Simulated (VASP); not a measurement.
Sr, 1 atom in the cell. It takes space group Pm-3m (No. 221, cubic). The conventional cell has a = 4.110 Å, b = 4.110 Å, c = 4.110 Å, α = 90.00°, β = 90.00°, γ = 90.00°. Within 5.4 Å of Sr (site symmetry m-3m) lie 6 Sr at 4.11 Å. 

| Item | Value |
| --- | --- |
| Program | VASP 6.6.1 |
| Task | single point |
| Functional | PBEsol |
| Dispersion | D3(BJ) |
| Potentials or basis | VASP PAW PBE potentials, release 64 (Sr_sv) |
| Cutoff | 520 eV |
| k mesh | 6 × 6 × 6 |
| Occupations | methfessel-paxton, width 0.15 eV |
| Spin | no spin polarisation |
| Dipole correction | no |
| Further INCAR settings | ALGO = Normal; EDIFF = 1e-07; NBANDS = 11 |

Potentials or basis: VASP PAW PBE potentials, release 64 (Sr_sv).

Run with:

```bash
$ cat potpaw_PBE.64/Sr_sv/POTCAR > POTCAR
$ mpirun -np 1 vasp_std > vasp.out
```

Hardware: 1 thread of Intel(R) Xeon(R) Platinum 8559C (Emerald Rapids) (shared host).

Question: How long does it take, and how much memory?

Answer: Run time: 12 s on 1 thread of Intel(R) Xeon(R) Platinum 8559C (Emerald Rapids), with other jobs on the host, peak memory 0.18 GiB. Counts: scf iterations 11, k points 20.
